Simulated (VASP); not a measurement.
# InSe in VASP: single point with r2SCAN

Aim: the single point of InSe with r2SCAN.

Program: VASP 6.6.1. These are calculated values, not measurements. Logs are shortened: lines on timing, memory, paths and dates and some standing lists are left out, and cuts for length are marked.

## Step 1: The cell of the first run

The cell holds a sheet with vacuum, 4 atoms: a = 4.036 Å, b = 4.036 Å, c = 34.520 Å, α = 90.00°, β = 90.00°, γ = 120.00°.

## Step 2: Single point, r2SCAN

Input file POSCAR:

```
InSe
1.0
    4.0358490344      0.0000000000      0.0000000000
   -2.0179245172      3.4951477896      0.0000000000
    0.0000000000      0.0000000000     34.5200000026
Se In
2 2
Direct
    0.6666666667      0.3333333333      0.2033206600
    0.6666666667      0.3333333333      0.3575136390
    0.3333333333      0.6666666667      0.2399129922
    0.3333333333      0.6666666667      0.3209213067
```

Input file INCAR.step1:

```
SYSTEM = InSe
PREC = Accurate
ENCUT = 440
ISMEAR = 0
SIGMA = 0.03
LREAL = .False.
LASPH = .True.
NELM = 120
LDIPOL = .True.
IDIPOL = 3
DIPOL = 0.5 0.5 0.280
NBANDS = 27
GGA = PE
ALGO = Normal
EDIFF = 1E-5
LWAVE = .True.
LCHARG = .False.
GGA_COMPAT = .False.
NELMDL = -8
```

Input file INCAR.step2:

```
SYSTEM = InSe
PREC = Accurate
ENCUT = 440
EDIFF = 1E-6
ISMEAR = 0
SIGMA = 0.03
LREAL = .False.
LASPH = .True.
NELM = 120
ALGO = Normal
ISIF = 2
LWAVE = .False.
LCHARG = .False.
LDIPOL = .True.
IDIPOL = 3
DIPOL = 0.5 0.5 0.280
METAGGA = R2SCAN
LMIXTAU = .True.
NBANDS = 27
ISTART = 1
GGA_COMPAT = .False.
```

Input file KPOINTS:

```
regular mesh
0
Gamma
  12 12 1
  0 0 0
```

Potentials or basis: VASP PAW PBE potentials, release 64 (Se, In_d).

Run with:

```console
$ cat potpaw_PBE.64/Se/POTCAR potpaw_PBE.64/In_d/POTCAR > POTCAR
$ cp INCAR.step1 INCAR
$ mpirun -np 1 vasp_std > vasp.out
$ cp INCAR.step2 INCAR
$ mpirun -np 1 vasp_std > vasp.out
```

OUTCAR:

```text
SYSTEM = InSe
   PREC = Accurate
   ENCUT = 440
   EDIFF = 1E-6
   ISMEAR = 0
   LREAL = .False.
   LASPH = .True.
   NELM = 120
   ISIF = 2
   METAGGA = R2SCAN
   ISTART = 1

 ion  position               nearest neighbor table
   1  0.667  0.333  0.203-   3 2.65   3 2.65   3 2.65
   2  0.667  0.333  0.358-   4 2.65   4 2.65   4 2.65
   3  0.333  0.667  0.240-   1 2.65   1 2.65   1 2.65   4 2.80
   4  0.333  0.667  0.321-   2 2.65   2 2.65   2 2.65   3 2.80

  LATTYP: Found a hexagonal cell.
 ALAT       =     4.0358490344
 C/A-ratio  =     8.5533427312

  Lattice vectors:

 A1 = (   4.0358490344,   0.0000000000,   0.0000000000)
 A2 = (  -2.0179245172,   3.4951477896,   0.0000000000)
 A3 = (   0.0000000000,   0.0000000000,  34.5200000026)

Analysis of symmetry for initial positions (statically):
=====================================================================
 Subroutine PRICEL returns:
 Original cell was already a primitive cell.

 Routine SETGRP: Setting up the symmetry group for a
 hexagonal supercell.

 Subroutine GETGRP returns: Found 12 space group operations
 (whereof  6 operations were pure point group operations)
 out of a pool of 24 trial point group operations.

The static configuration has the point symmetry C_3v.
 The point group associated with its full space group is D_3h.

Analysis of symmetry for dynamics (positions and initial velocities):
=====================================================================
 Subroutine PRICEL returns:
 Original cell was already a primitive cell.

 Routine SETGRP: Setting up the symmetry group for a
 hexagonal supercell.

 Subroutine GETGRP returns: Found 12 space group operations
 (whereof  6 operations were pure point group operations)
 out of a pool of 24 trial point group operations.

The dynamic configuration has the point symmetry C_3v.
 The point group associated with its full space group is D_3h.

 Subroutine INISYM returns: Found 12 space group operations
 (whereof  6 operations are pure point group operations),
 and found     1 'primitive' translations

----------------------------------------------------------------------------------------

                                     Primitive cell

  volume of cell :     486.9353

  direct lattice vectors                    reciprocal lattice vectors
     4.035849034  0.000000000  0.000000000     0.247779338  0.143055467  0.000000000
    -2.017924517  3.495147790  0.000000000     0.000000000  0.286110934  0.000000000
     0.000000000  0.000000000 34.520000003     0.000000000  0.000000000  0.028968714

  length of vectors
     4.035849034  4.035849034 34.520000003     0.286110934  0.286110934  0.028968714

  position of ions in fractional coordinates (direct lattice)
     0.666666667  0.333333333  0.203320660
     0.666666667  0.333333333  0.357513639
     0.333333333  0.666666667  0.239912992
     0.333333333  0.666666667  0.320921307

  ion indices of the primitive-cell ions
   primitive index   ion index
                 1           1
                 2           2
                 3           3
                 4           4

----------------------------------------------------------------------------------------

 KPOINTS: regular mesh

Automatic generation of k-mesh.
 Grid dimensions read from file:
 generate k-points for:   12   12    1

 Generating k-lattice:

  Cartesian coordinates                     Fractional coordinates (reciprocal lattice)
     0.020648278  0.011921289  0.000000000     0.083333333  0.000000000  0.000000000
     0.000000000  0.023842578  0.000000000     0.000000000  0.083333333  0.000000000
     0.000000000  0.000000000  0.028968714     0.000000000  0.000000000  1.000000000

  Length of vectors
     0.023842578  0.023842578  0.028968714

  Shift w.r.t. Gamma in fractional coordinates (k-lattice)
     0.000000000  0.000000000  0.000000000

 Subroutine IBZKPT returns following result:
 ===========================================

 Found     19 irreducible k-points:

 Following reciprocal coordinates:
            Coordinates               Weight
  0.000000  0.000000  0.000000      1.000000
  0.083333  0.000000  0.000000      6.000000
  0.166667 -0.000000  0.000000      6.000000
  0.250000  0.000000  0.000000      6.000000
  0.333333 -0.000000  0.000000      6.000000
  0.416667 -0.000000  0.000000      6.000000
[... 11 lines left out ...]
  0.333333  0.250000  0.000000     12.000000
  0.333333  0.333333  0.000000      2.000000
   k-points           NKPTS =     19   k-points in BZ     NKDIM =     19   number of bands    NBANDS=     27
   number of dos      NEDOS =    301   number of ions     NIONS =      4
   total plane-waves  NPLWV = 188160
   dimension x,y,z NGX =    28 NGY =   28 NGZ =  240
   dimension x,y,z NGXF=    56 NGYF=   56 NGZF=  480
   ions per type =               2   2
   NGX,Y,Z   is equivalent  to a cutoff of  11.53, 11.53, 11.56 a.u.
   NGXF,Y,Z  is equivalent  to a cutoff of  23.07, 23.07, 23.12 a.u.
 SYSTEM =  InSe
   PREC   = accura    normal or accurate (medium, high low for compatibility)
   ISTART =      1    job   : 0-new  1-cont  2-samecut
   ICHARG =      0    charge: 1-file 2-atom 10-const
   ISPIN  =      1    spin polarized calculation?
   LNONCOLLINEAR =      F non collinear calculations
   LSORBIT =      F    spin-orbit coupling
   LASPH  =      T    aspherical Exc in radial PAW
   ENCUT  =  440.0 eV  32.34 Ry    5.69 a.u.   6.90  6.90 59.04*2*pi/ulx,y,z
   NELM   =    120;   NELMIN=  2; NELMDL=  0     # of ELM steps
   EDIFF  = 0.1E-05   stopping-criterion for ELM
   LREAL  =      F    real-space projection
   EDIFFG = 0.1E-04   stopping-criterion for IOM
   NSW    =      0    number of steps for IOM
   IBRION =     -1    ionic relax: 0-MD 1-quasi-New 2-CG
   NFREE  =      0    steps in history (QN), initial steepest desc. (CG)
   ISIF   =      2    stress and relaxation
   ISYM   =      2    0-nonsym 1-usesym 2-fastsym
   POTIM  = 0.5000    time-step for ionic-motion
   TEBEG  =    0.0;   TEEND  =   0.0 temperature during run
   PSTRESS=    0.0 pullay stress
   NELECT =      38.0000    total number of electrons
   NUPDOWN=      -1.0000    fix difference up-down
   EMIN   =  10.00;   EMAX   =-10.00  energy-range for DOS
   EFERMI =   0.00;   METHOD = LEGACY
   ISMEAR =     0;   SIGMA  =   0.03  broadening in eV -4-tet -1-fermi 0-gaus
   EFERMI_NEDOS =   21; number of points for ismear=-14 and -15
   IALGO  =     38    algorithm
   IMIX   =      4    mixing-type and parameters
     AMIX     =   0.40;   BMIX     =  1.00
     AMIX_MAG =   1.60;   BMIX_MAG =  1.00
  volume/ion in A,a.u.               =     121.73       821.50
  Fermi-wavevector in a.u.,A,eV,Ry     =   0.699593  1.322040  6.659109  0.489431
  Thomas-Fermi vector in A             =   1.783515
   LORBIT       =      0    0 simple, 1 ext, 2 COOP (PROOUT), +10 PAW based schemes
   METAGGA = R2SCAN    functional components
   LHFCALC =     F    Hartree Fock is set to
   AEXX    =    0.0000 exact exchange contribution
   IVDW    =     0    specifies the selected vdW correction
   LEPSILON=     F    determine dielectric tensor
   LRPA    =     F    only Hartree local field effects (RPA)
 non-spin polarized calculation
 Gauss-broadening in eV      SIGMA  =   0.03
  energy-cutoff  :      440.00
  volume of cell :      486.94
 maximum number of plane-waves:     10235
 NGX is ok and might be reduce to    28
   NGX = 13   NGY = 13   NGZ =119

 number of electron      37.9999993 magnetization

 dipolmoment           0.000000      0.000000      0.000001 electrons x Angstroem

 Free energy of the ion-electron system (eV)
  ---------------------------------------------------
  ext. energy  EPLUGINS =         0.00000000
  ---------------------------------------------------
  free energy    TOTEN  =       -76.43030256 eV

  energy without entropy =      -76.43030256  energy(sigma->0) =      -76.43030256

 E-fermi :  -3.8224     XC(G=0):  -2.4593

 val. band max:       -3.9617925700   @ k =   0.0833   0.0833   0.0000
 cond. band min:      -2.0248436117   @ k =   0.0000   0.0000   0.0000
 fundamental gap:      1.9369489583
 Fermi energy:        -3.8223805610

 k-point     1 :       0.0000    0.0000    0.0000
  band No.  band energies     occupation
      1     -18.5272      2.00000
      2     -18.3414      2.00000
      3     -18.3414      2.00000
      4     -18.2528      2.00000
      5     -18.2528      2.00000
      6     -18.2289      2.00000
[... 19 lines left out ...]
     26       2.4262      0.00000
     27       2.6420      0.00000

 k-point     2 :       0.0833    0.0000    0.0000
  band No.  band energies     occupation
      1     -18.5281      2.00000
      2     -18.3670      2.00000
      3     -18.3399      2.00000
      4     -18.2874      2.00000
      5     -18.2478      2.00000
      6     -18.2307      2.00000
[... 19 lines left out ...]
     26       2.4827      0.00000
     27       2.5132      0.00000

 k-point     3 :       0.1667   -0.0000    0.0000
  band No.  band energies     occupation
      1     -18.5370      2.00000
      2     -18.4202      2.00000
      3     -18.3639      2.00000
      4     -18.3366      2.00000
      5     -18.2358      2.00000
      6     -18.2341      2.00000
[... 19 lines left out ...]
     26       2.5864      0.00000
     27       2.7442      0.00000

 k-point     4 :       0.2500    0.0000    0.0000
  band No.  band energies     occupation
      1     -18.5715      2.00000
      2     -18.4544      2.00000
      3     -18.4450      2.00000
      4     -18.3341      2.00000
      5     -18.2427      2.00000
      6     -18.2154      2.00000
[... 19 lines left out ...]
     26       2.8840      0.00000
     27       3.1324      0.00000

 k-point     5 :       0.3333   -0.0000    0.0000
  band No.  band energies     occupation
      1     -18.6217      2.00000
      2     -18.5112      2.00000
      3     -18.4613      2.00000
      4     -18.3332      2.00000
      5     -18.2495      2.00000
      6     -18.1969      2.00000
[... 19 lines left out ...]
     26       3.3362      0.00000
     27       3.7008      0.00000

 k-point     6 :       0.4167   -0.0000    0.0000
  band No.  band energies     occupation
      1     -18.6593      2.00000
      2     -18.5535      2.00000
      3     -18.4603      2.00000
      4     -18.3334      2.00000
      5     -18.2545      2.00000
      6     -18.1835      2.00000
[... 294 lines left out ...]
      1     -18.6718      2.00000
      2     -18.5720      2.00000
      3     -18.4591      2.00000
      4     -18.3455      2.00000
      5     -18.2442      2.00000
      6     -18.1860      2.00000
[... 19 lines left out ...]
     26       4.2044      0.00000
     27       4.8084      0.00000

 k-point    17 :       0.2500    0.2500    0.0000
  band No.  band energies     occupation
      1     -18.6574      2.00000
      2     -18.5579      2.00000
      3     -18.4605      2.00000
      4     -18.3479      2.00000
      5     -18.2381      2.00000
      6     -18.1927      2.00000
[... 19 lines left out ...]
     26       3.9814      0.00000
     27       4.2557      0.00000

 k-point    18 :       0.3333    0.2500    0.0000
  band No.  band energies     occupation
      1     -18.6710      2.00000
      2     -18.5743      2.00000
      3     -18.4590      2.00000
      4     -18.3522      2.00000
      5     -18.2346      2.00000
      6     -18.1896      2.00000
[... 19 lines left out ...]
     26       4.3383      0.00000
     27       4.4707      0.00000

 k-point    19 :       0.3333    0.3333    0.0000
  band No.  band energies     occupation
      1     -18.6741      2.00000
      2     -18.5790      2.00000
      3     -18.4585      2.00000
      4     -18.3554      2.00000
      5     -18.2292      2.00000
      6     -18.1923      2.00000
[... 19 lines left out ...]
     26       4.2130      0.00000
     27       4.6441      0.00000

------------------------ aborting loop because EDIFF is reached ----------------------------------------

 vacuum level on the upper side and lower side of the slab       (xc-potential included)        -0.003        -0.002

  FORCE on cell =-STRESS in cart. coord.  units (eV):
  Direction    XX          YY          ZZ          XY          YZ          ZX
  --------------------------------------------------------------------------------------
  -------------------------------------------------------------------------------------
  Total        0.0270582      0.0270582      0.0366027      0.0000000     -0.0000000     -0.0000000
  in kB        0.0890305      0.0890305      0.1204348      0.0000000     -0.0000000     -0.0000000
  external PRESSURE =       0.0994986 kB  Pullay stress =       0.0000000 kB

 VOLUME and BASIS-vectors are now :
 -----------------------------------------------------------------------------
  energy-cutoff  :      440.00
  volume of cell :      486.94
      direct lattice vectors                 reciprocal lattice vectors
     4.035849034  0.000000000  0.000000000     0.247779338  0.143055467  0.000000000
    -2.017924517  3.495147790  0.000000000     0.000000000  0.286110934  0.000000000
     0.000000000  0.000000000 34.520000003     0.000000000  0.000000000  0.028968714

 POSITION                                       TOTAL-FORCE (eV/Angst)
 -----------------------------------------------------------------------------------
      2.01792      1.16505      7.01863         0.000000     -0.000000     -0.015781
      2.01792      1.16505     12.34137         0.000000     -0.000000      0.015781
     -0.00000      2.33010      8.28180        -0.000000      0.000000      0.009269
     -0.00000      2.33010     11.07820        -0.000000      0.000000     -0.009269
 -----------------------------------------------------------------------------------
    total drift:                                0.000000     -0.000001      0.000221

  FREE ENERGIE OF THE ION-ELECTRON SYSTEM (eV)
  ---------------------------------------------------
  free  energy   TOTEN  =       -76.4303025577 eV

  energy  without entropy=      -76.4303025577  energy(sigma->0) =      -76.43030256

 vacuum level on the upper side and lower side of the slab         2.246         2.247
```

Run time: 44 min. Hardware: 1 thread of Oxide Virtual Turin-like, shared host; peak memory 0.55 GiB.

Results:

```
Free energy            : -76.4303 eV
Largest force          : 0.016 eV/Å
Band gap on the k mesh : 1.94 eV (least direct gap 2.00 eV)
```

Forces in eV/Å, atoms in the order of the input:
```
Se   0.000  0.000 -0.016
Se   0.000  0.000  0.016
In   0.000  0.000  0.009
In   0.000  0.000 -0.009
```

Caveat: the PAW data sets were made with another functional, which shifts forces and pressure a little; spin-orbit coupling is left out, which moves the levels of the heavy elements.
